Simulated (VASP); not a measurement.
Wanted: the native input for a VASP 6.6.1 run.

```
Task                   : single point
Functional             : PBE
Potentials or basis    : VASP PAW PBE potentials, release 64 (Mo_sv, N)
Cutoff                 : 520 eV
k mesh                 : 6 × 6 × 1
Occupations            : gaussian, width 0.1 eV
Spin                   : no spin polarisation
Dipole correction      : yes
Further INCAR settings : ALGO = Normal; EDIFF = 1e-07; NBANDS = 57
```

The structure of Mo3N lies in POSCAR:

```
Mo3N
1.0
    4.4695765303      0.0000000000      0.0000000000
   -2.2347882651      3.8707668194      0.0000000000
    0.0000000000      0.0000000000     20.8595667262
Mo N
6 2
Direct
    0.6666666667      0.3333333333      0.1917585371
    0.3333333333      0.6666666667      0.2354961900
    0.0000000000      0.0000000000      0.2792338429
    0.6666666667      0.3333333333      0.3191171057
    0.3333333333      0.6666666667      0.3580407041
    0.0000000000      0.0000000000      0.3959606081
    0.2222222222      0.6666666667      0.4569119637
    0.2222222222      0.6666666667      0.5118481399
```

These files were run (other wordings do the same):

INCAR

```
PREC = Accurate
ENCUT = 520
EDIFF = 1E-7
ISMEAR = 0
SIGMA = 0.1
LREAL = F
LASPH = T
NELM = 80
ALGO = Normal
ISIF = 2
LWAVE = F
LCHARG = T
LDIPOL = T
IDIPOL = 3
DIPOL = 0.5 0.5 0.344
GGA = PE
LELF = T
LVHAR = T
LVACPOTAV = T
NBANDS = 57
```

KPOINTS

```
Automatic mesh
0
Gamma
  6 6 1
```

Potentials or basis: VASP PAW PBE potentials, release 64 (Mo_sv, N).

Command:

```console
$ cat potpaw_PBE.64/Mo_sv/POTCAR potpaw_PBE.64/N/POTCAR > POTCAR
$ mpirun -np 1 vasp_std > vasp.out
```

It gave:

The largest force is 1.922 eV/Å and the band gap on the k mesh is zero (bands 47 and 48 overlap by 0.02 eV).

Caveat: the standard files for N, O and F lose accuracy on very short bonds.

It took 9.2 min on 1 thread of Intel(R) Xeon(R) 6975P-C (Granite Rapids) (shared host), peak memory 0.66 GiB.
